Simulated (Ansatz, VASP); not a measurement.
## One calculation of Bi2Se3, two programs

```
Bi Se
1.0
    -2.09366    3.62632    0.00000
    -6.28097   -3.62632    0.00000
     2.09366    1.20877   10.43403
Bi Se
4 6
Direct
  0.50000 0.89719 0.18658
  0.00000 0.39400 0.18698
  0.50000 0.10600 0.81302
  0.00000 0.60281 0.81342
  0.50000 0.50580 0.99915
  0.00000 0.99420 0.00085
  0.50000 0.71637 0.66083
  0.00000 0.22569 0.66535
  0.50000 0.27431 0.33465
  0.00000 0.78363 0.33917
```

Change from the starting cell: mode 25 (137.8 1/cm) frozen in, largest displacement +0.045 Å.

Alike in both runs: task single point; functional PBE; k mesh 8 × 4 × 4; occupations gaussian, width 0.05 eV; no spin polarisation.

|  | VASP | Ansatz |
| --- | --- | --- |
| version | VASP 6.6.1 | Ansatz 0.2.0 |
| potentials or method | VASP PAW PBE potentials, release 64 (Bi_d, Se), cutoff 520 eV | scalar-relativistic, plane waves, PAW |
| valence electrons in the cell | 96 | 156 |

VASP gave:

| Quantity | Value |
| --- | --- |
| gap on the k mesh at the Fermi level (eV) | 0.70 |
| least direct gap on the mesh (eV) | 0.70 |
| pressure (GPa) | 0.1 |
| rms of the force components (eV/Å) | 0.119 |

Task: Estimate Ansatz's values.

Result: gap on the k mesh at the Fermi level (eV): 0.70; least direct gap on the mesh (eV): 0.70; pressure (GPa): 0.1; rms of the force components (eV/Å): 0.118.

Atom by atom the forces differ by 0.005 eV/Å (rms over components). The functional is the same, so the differences come from potentials, cutoffs and numerics. VASP's potentials hold 96 valence electrons a cell and Ansatz's 156, so a difference there can come from the potentials and not from the codes.

Neither program's run includes spin-orbit coupling.
